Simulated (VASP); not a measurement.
# FeO (R-3m) in VASP: a series of runs

Aim: see how the results for FeO move with the level of theory and the settings. Levels: RPBE, PBE. Tasks: single point.

Everything below comes from runs of VASP 6.6.1. Logs are shortened: lines on timing, memory, paths and dates and some standing lists are left out, and cuts for length are marked.

## (1) The cell of the first run

Symmetry: R-3m, No. 166, trigonal system. Conventional cell: a = 3.038 Å, b = 3.038 Å, c = 7.559 Å, α = 90.00°, β = 90.00°, γ = 120.00°. Fe (site symmetry -3m) has 6 O at 2.16 Å within 2.9 Å. O (site symmetry -3m) has 6 Fe at 2.16 Å within 2.9 Å.

## (2) Single point, RPBE, collinear spin, ferromagnetic start

File INCAR:

```
SYSTEM = FeO
PREC     = Accurate       ! precision mode
ENCUT    = 520            ! plane-wave cutoff, eV
EDIFF    = 1E-6           ! SCF threshold, eV
ISMEAR   = -1             ! smearing method
SIGMA    = 0.15           ! smearing width, eV
LREAL    = .False.        ! projectors in reciprocal space
LASPH    = .True.         ! aspherical terms in the spheres
NELM     = 150            ! most SCF steps
ALGO     = Normal         ! electronic algorithm
ISIF     = 2              ! what is computed and relaxed
LWAVE    = .False.        ! write WAVECAR
LCHARG   = .False.        ! write CHGCAR
ISPIN    = 2              ! spin polarisation
MAGMOM   = 4.5 0          ! initial moments
LORBIT   = 11             ! projections on sites
LMAXMIX  = 4              ! l up to which the mixer works
GGA      = RP             ! functional
NBANDS   = 18             ! bands
```

File KPOINTS:

```
Automatic mesh
0
Gamma
  10 10 10
  0 0 0
```

File POSCAR:

```
FeO
1.0
    1.5188210000      0.8768920000      2.5195770000
   -1.5188210000      0.8768920000      2.5195770000
    0.0000000000     -1.7537830000      2.5195770000
Fe O
1 1
Direct
    0.0000000000      0.0000000000      0.0000000000
    0.5000000000      0.5000000000      0.5000000000
```

Potentials or basis: VASP PAW PBE potentials, release 64 (Fe, O).

Launch:

```sh
$ cat potpaw_PBE.64/Fe/POTCAR potpaw_PBE.64/O/POTCAR > POTCAR
$ mpirun -np 1 vasp_std > vasp.out
```

OUTCAR:

```text
SYSTEM = FeO
   PREC = Accurate
   ENCUT = 520
   EDIFF = 1E-6
   ISMEAR = -1
   LREAL = .False.
   LASPH = .True.
   NELM = 150
   ISIF = 2
   ISPIN = 2
   LORBIT = 11
   GGA = RP

 ion  position               nearest neighbor table
   1  0.000  0.000  0.000-   2 2.16   2 2.16   2 2.16   2 2.16   2 2.16   2 2.16
   2  0.500  0.500  0.500-   1 2.16   1 2.16   1 2.16   1 2.16   1 2.16   1 2.16

  LATTYP: Found a trigonal (rhomboedric) cell.
 ALAT       =     3.0698574997
 COS(alpha) =     0.5104390588

  Lattice vectors:

 A1 = (   1.5188210000,   0.8768920000,   2.5195770000)
 A2 = (  -1.5188210000,   0.8768920000,   2.5195770000)
 A3 = (   0.0000000000,  -1.7537830000,   2.5195770000)

Analysis of symmetry for initial positions (statically):
=====================================================================
 Subroutine PRICEL returns:
 Original cell was already a primitive cell.

 Routine SETGRP: Setting up the symmetry group for a
 trigonal (rhombohedral) supercell.

 Subroutine GETGRP returns: Found 12 space group operations
 (whereof 12 operations were pure point group operations)
 out of a pool of 12 trial point group operations.

The static configuration has the point symmetry D_3d.

Analysis of symmetry for dynamics (positions and initial velocities):
=====================================================================
 Subroutine PRICEL returns:
 Original cell was already a primitive cell.

 Routine SETGRP: Setting up the symmetry group for a
 trigonal (rhombohedral) supercell.

 Subroutine GETGRP returns: Found 12 space group operations
 (whereof 12 operations were pure point group operations)
 out of a pool of 12 trial point group operations.

The dynamic configuration has the point symmetry D_3d.

Analysis of structural, dynamic, and magnetic symmetry:
=====================================================================
 Subroutine PRICEL returns:
 Original cell was already a primitive cell.

 Routine SETGRP: Setting up the symmetry group for a
 trigonal (rhombohedral) supercell.

 Subroutine GETGRP returns: Found 12 space group operations
 (whereof 12 operations were pure point group operations)
 out of a pool of 12 trial point group operations.

The overall configuration has the point symmetry D_3d.

 Subroutine INISYM returns: Found 12 space group operations
 (whereof 12 operations are pure point group operations),
 and found     1 'primitive' translations

[... 115 lines left out ...]
  volume/ion in A,a.u.               =      10.07        67.94
  Fermi-wavevector in a.u.,A,eV,Ry     =   1.450353  2.740770 28.620177  2.103524
  Thomas-Fermi vector in A             =   2.567975
   LORBIT       =     11    0 simple, 1 ext, 2 COOP (PROOUT), +10 PAW based schemes
   GGA     = RP    functional components
   LHFCALC =     F    Hartree Fock is set to
   AEXX    =    0.0000 exact exchange contribution
   IVDW    =     0    specifies the selected vdW correction
   LEPSILON=     F    determine dielectric tensor
   LRPA    =     F    only Hartree local field effects (RPA)
 spin polarized calculation
  energy-cutoff  :      520.00
  volume of cell :       20.13
 maximum number of plane-waves:       556
   NGX = 11   NGY = 11   NGZ = 11

 number of electron      14.0000000 magnetization       3.9881769

 Free energy of the ion-electron system (eV)
  ---------------------------------------------------
  ext. energy  EPLUGINS =         0.00000000
  ---------------------------------------------------
  free energy    TOTEN  =       -14.17666431 eV

  energy without entropy =      -14.06388709  energy(sigma->0) =      -14.12027570

 E-fermi :   6.2995     XC(G=0): -11.9720

 val. band max:        6.2370827415   @ k =   0.2000   0.2000   0.1000
 cond. band min:       6.3004354155   @ k =  -0.3000   0.5000   0.3000
 fundamental gap:      0.0633526740
 Fermi energy:         6.2995469749

 spin component 1

 k-point     1 :       0.0000    0.0000    0.0000
  band No.  band energies     occupation
      1     -14.4608      1.00000
      2       2.3809      1.00000
      3       2.4423      1.00000
      4       2.4423      1.00000
      5       2.4551      1.00000
      6       2.5540      1.00000
[... 493 lines left out ...]
     17      34.6496      0.00000
     18      35.5479      0.00000

 [... further k-points ...]

 spin component 2

 k-point     1 :       0.0000    0.0000    0.0000
  band No.  band energies     occupation
      1     -13.9406      1.00000
      2       3.0026      1.00000
      3       3.1049      1.00000
      4       3.1049      1.00000
      5       5.5684      0.99242
      6       5.6543      0.98664
[... 493 lines left out ...]
     17      35.2082      0.00000
     18      36.1467      0.00000

 [... further k-points ...]

------------------------ aborting loop because EDIFF is reached ----------------------------------------

  FORCE on cell =-STRESS in cart. coord.  units (eV):
  Direction    XX          YY          ZZ          XY          YZ          ZX
  --------------------------------------------------------------------------------------
  -------------------------------------------------------------------------------------
  Total        0.6597668      0.6597667      0.5323765      0.0000000      0.0000001      0.0000000
  in kB       52.5012458     52.5012402     42.3641037      0.0000000      0.0000056      0.0000000
  external PRESSURE =      49.1221966 kB  Pullay stress =       0.0000000 kB

 VOLUME and BASIS-vectors are now :
 -----------------------------------------------------------------------------
  energy-cutoff  :      520.00
  volume of cell :       20.13
      direct lattice vectors                 reciprocal lattice vectors
     1.518821000  0.876892000  2.519577000     0.329202717  0.190065287  0.132297314
    -1.518821000  0.876892000  2.519577000    -0.329202717  0.190065287  0.132297314
     0.000000000 -1.753783000  2.519577000     0.000000000 -0.380130575  0.132297390

 POSITION                                       TOTAL-FORCE (eV/Angst)
 -----------------------------------------------------------------------------------
      0.00000      0.00000      0.00000         0.000000      0.000000      0.000000
      0.00000      0.00000      3.77937        -0.000000     -0.000000     -0.000000
 -----------------------------------------------------------------------------------
    total drift:                               -0.000000      0.000000     -0.000000

  FREE ENERGIE OF THE ION-ELECTRON SYSTEM (eV)
  ---------------------------------------------------
  free  energy   TOTEN  =       -14.1766643110 eV

  energy  without entropy=      -14.0638870881  energy(sigma->0) =      -14.12027570

 total charge

# of ion       s       p       d       tot
------------------------------------------
    1        0.283   0.352   6.079   6.713
    2        1.562   3.444   0.000   5.006
--------------------------------------------------
tot          1.844   3.796   6.079  11.719

 magnetization (x)

# of ion       s       p       d       tot
------------------------------------------
    1        0.027   0.020   3.570   3.616
    2        0.029   0.265   0.000   0.294
--------------------------------------------------
tot          0.056   0.285   3.570   3.910
```

stdout:

```text
POSCAR found type information on POSCAR FeO
 POSCAR found :  2 types and       2 ions
 scaLAPACK will be used
 -----------------------------------------------------------------------------
|                                                                             |
|                                                                             |
|     You enforced a specific xc type in the INCAR file but a different       |
|     I HOPE YOU KNOW WHAT YOU ARE DOING!                                     |
|                                                                             |
 -----------------------------------------------------------------------------

 LDA part: xc-table for (Slater+PW92), standard interpolation
 POSCAR, INCAR and KPOINTS ok, starting setup
 FFT: planning ... GRIDC
 FFT: planning ... GRID_SOFT
 FFT: planning ... GRID
 WAVECAR not read
 entering main loop
```

Run time: 97 s. Hardware: 1 thread of Intel Xeon 8259CL, shared host; peak memory 0.2 GiB.

Results:

| Quantity | Value |
| --- | --- |
| Free energy | -14.1767 eV |
| Pressure | 4.9 GPa |
| Band gap on the k mesh | zero (filled and empty bands overlap) |
| Net moment | 3.99 μB per cell |
| Site moments | Fe +3.62; O +0.29 μB |
| Valence electrons inside the program's atomic spheres | Fe 6.71; O 5.01 |

Caveat: the cell stands under pressure; the PAW data sets were made with another functional, which shifts forces and pressure a little; a cell with one magnetic atom can't hold antiferromagnetic order, which such compounds often take; semilocal functionals often make such compounds metallic where correlation or magnetic order opens a gap, which also shifts bond lengths. With open d or f shells a metallic result of RPBE can be an artefact of self-interaction; +U or a hybrid may open a gap.

## (3) Single point, PBE, collinear spin, ferromagnetic start

File INCAR:

```
ALGO     = Normal         # electronic algorithm
EDIFF    = 1E-6           # SCF threshold, eV
ENCUT    = 520            # plane-wave cutoff, eV
GGA      = PE             # functional
ISIF     = 2              # what is computed and relaxed
ISMEAR   = -1             # smearing method
ISPIN    = 2              # spin polarisation
LASPH    = T              # aspherical terms in the spheres
LCHARG   = T              # write CHGCAR
LELF     = T              # ELF
LMAXMIX  = 4              # l up to which the mixer works
LORBIT   = 11             # projections on sites
LREAL    = F              # projectors in reciprocal space
LVHAR    = T            
LWAVE    = F              # write WAVECAR
MAGMOM   = 4.5 0          # initial moments
NBANDS   = 18             # bands
NELM     = 150            # most SCF steps
PREC     = Accurate       # precision mode
SIGMA    = 0.15           # smearing width, eV
```

File KPOINTS:

```
k-points
0
Gamma
  10 10 10
```

POSCAR is that of step 2.

Potentials or basis: VASP PAW PBE potentials, release 64 (Fe, O).

Launch:

```sh
$ cat potpaw_PBE.64/Fe/POTCAR potpaw_PBE.64/O/POTCAR > POTCAR
$ mpirun -np 1 vasp_std > vasp.out
```

OUTCAR:

```text
EDIFF = 1E-6
   ENCUT = 520
   GGA = PE
   ISIF = 2
   ISMEAR = -1
   ISPIN = 2
   LASPH = T
   LORBIT = 11
   LREAL = F
   NELM = 150
   PREC = Accurate

 ion  position               nearest neighbor table
   1  0.000  0.000  0.000-   2 2.16   2 2.16   2 2.16   2 2.16   2 2.16   2 2.16
   2  0.500  0.500  0.500-   1 2.16   1 2.16   1 2.16   1 2.16   1 2.16   1 2.16

  LATTYP: Found a trigonal (rhomboedric) cell.
 ALAT       =     3.0698574997
 COS(alpha) =     0.5104390588

  Lattice vectors:

 A1 = (   1.5188210000,   0.8768920000,   2.5195770000)
 A2 = (  -1.5188210000,   0.8768920000,   2.5195770000)
 A3 = (   0.0000000000,  -1.7537830000,   2.5195770000)

Analysis of symmetry for initial positions (statically):
=====================================================================
 Subroutine PRICEL returns:
 Original cell was already a primitive cell.

 Routine SETGRP: Setting up the symmetry group for a
 trigonal (rhombohedral) supercell.

 Subroutine GETGRP returns: Found 12 space group operations
 (whereof 12 operations were pure point group operations)
 out of a pool of 12 trial point group operations.

The static configuration has the point symmetry D_3d.

Analysis of symmetry for dynamics (positions and initial velocities):
=====================================================================
 Subroutine PRICEL returns:
 Original cell was already a primitive cell.

 Routine SETGRP: Setting up the symmetry group for a
 trigonal (rhombohedral) supercell.

 Subroutine GETGRP returns: Found 12 space group operations
 (whereof 12 operations were pure point group operations)
 out of a pool of 12 trial point group operations.

The dynamic configuration has the point symmetry D_3d.

Analysis of structural, dynamic, and magnetic symmetry:
=====================================================================
 Subroutine PRICEL returns:
 Original cell was already a primitive cell.

 Routine SETGRP: Setting up the symmetry group for a
 trigonal (rhombohedral) supercell.

[... 147 lines left out ...]
  free energy    TOTEN  =       -14.98430959 eV

  energy without entropy =      -14.86903798  energy(sigma->0) =      -14.92667378

 E-fermi :   6.1091     XC(G=0): -12.1326

 val. band max:        6.0417152647   @ k =   0.2000   0.2000   0.1000
 cond. band min:       6.1092022136   @ k =  -0.3000   0.5000   0.3000
 fundamental gap:      0.0674869490
 Fermi energy:         6.1090912490

 spin component 1

 k-point     1 :       0.0000    0.0000    0.0000
  band No.  band energies     occupation
      1     -14.5380      1.00000
      2       2.2667      1.00000
      3       2.2965      1.00000
      4       2.3285      1.00000
      5       2.3285      1.00000
      6       2.3959      1.00000
[... 493 lines left out ...]
     17      34.4210      0.00000
     18      35.3364      0.00000

 [... further k-points ...]

 spin component 2

 k-point     1 :       0.0000    0.0000    0.0000
  band No.  band energies     occupation
      1     -14.0140      1.00000
      2       2.8404      1.00000
      3       2.9435      1.00000
      4       2.9435      1.00000
      5       5.3716      0.99273
      6       5.4580      0.98714
[... 493 lines left out ...]
     17      35.0246      0.00000
     18      35.9608      0.00000

 [... further k-points ...]

------------------------ aborting loop because EDIFF is reached ----------------------------------------

  FORCE on cell =-STRESS in cart. coord.  units (eV):
  Direction    XX          YY          ZZ          XY          YZ          ZX
  --------------------------------------------------------------------------------------
  -------------------------------------------------------------------------------------
  Total       -0.0390140     -0.0390140     -0.1709132      0.0000000     -0.0000000      0.0000000
  in kB       -3.1045597     -3.1045594    -13.6004995      0.0000000     -0.0000018      0.0000000
  external PRESSURE =      -6.6032062 kB  Pullay stress =       0.0000000 kB

 VOLUME and BASIS-vectors are now :
 -----------------------------------------------------------------------------
  energy-cutoff  :      520.00
  volume of cell :       20.13
      direct lattice vectors                 reciprocal lattice vectors
     1.518821000  0.876892000  2.519577000     0.329202717  0.190065287  0.132297314
    -1.518821000  0.876892000  2.519577000    -0.329202717  0.190065287  0.132297314
     0.000000000 -1.753783000  2.519577000     0.000000000 -0.380130575  0.132297390

 POSITION                                       TOTAL-FORCE (eV/Angst)
 -----------------------------------------------------------------------------------
      0.00000      0.00000      0.00000         0.000000      0.000000     -0.000000
      0.00000      0.00000      3.77937        -0.000000     -0.000000      0.000000
 -----------------------------------------------------------------------------------
    total drift:                               -0.000000      0.000000     -0.000000

  FREE ENERGIE OF THE ION-ELECTRON SYSTEM (eV)
  ---------------------------------------------------
  free  energy   TOTEN  =       -14.9843095855 eV

  energy  without entropy=      -14.8690379844  energy(sigma->0) =      -14.92667378

 total charge

# of ion       s       p       d       tot
------------------------------------------
    1        0.286   0.354   6.086   6.726
    2        1.557   3.434   0.000   4.990
--------------------------------------------------
tot          1.842   3.788   6.086  11.717

 magnetization (x)

# of ion       s       p       d       tot
------------------------------------------
    1        0.027   0.021   3.554   3.602
    2        0.030   0.265   0.000   0.295
--------------------------------------------------
tot          0.057   0.286   3.554   3.897
```

It took 1.9 min on 1 thread of Intel Xeon 8259CL, shared host; peak memory 0.2 GiB.

What came out:

```
Free energy                                           : -14.9843 eV
Pressure                                              : -0.7 GPa
Band gap on the k mesh                                : zero (filled and empty bands overlap)
Net moment                                            : 3.98 μB per cell
Site moments                                          : Fe +3.60; O +0.29 μB
Valence electrons inside the program's atomic spheres : Fe 6.73; O 4.99
```

Caveat: a cell with one magnetic atom can't hold antiferromagnetic order, which such compounds often take; semilocal functionals often make such compounds metallic where correlation or magnetic order opens a gap, which also shifts bond lengths.
